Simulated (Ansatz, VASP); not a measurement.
One calculation of Al, two programs

```xyz
5
Lattice="2.8271 0.0000 0.0000 -1.4135 2.4483 0.0000 0.0000 0.0000 24.1860" Properties=species:S:1:pos:R:3 pbc="T T T"
Al    0.0000    0.0000    7.5000
Al    0.0000    1.6322    9.7965
Al    0.0000    0.0000   12.0930
Al    1.4135    0.8161   14.3895
Al    0.0000    0.0000   16.6860
```

Alike in both runs: task single point; functional PBEsol; k mesh 11 × 11 × 1; occupations fermi-dirac, width 0.05 eV; no spin polarisation.

```csv
,VASP,Ansatz
version,VASP 6.6.1,Ansatz 0.2.0
potentials or method,"VASP PAW PBE potentials, release 64 (Al), cutoff 520 eV","all-electron LAPW, scalar-relativistic"
```

```tsv
	VASP	Ansatz	Ansatz less VASP
gap on the k mesh at the Fermi level (eV)	none	none	-
rms of the force components (eV/Å)	0.075	0.073	-0.0015
```

VASP's potentials were made for PBE, not for PBEsol. Atom by atom the forces differ by 0.002 eV/Å (rms over components). A gap of «none» marks a metal or a gap that the smearing closes. Ansatz ran all-electron here, and VASP with PAW potentials.
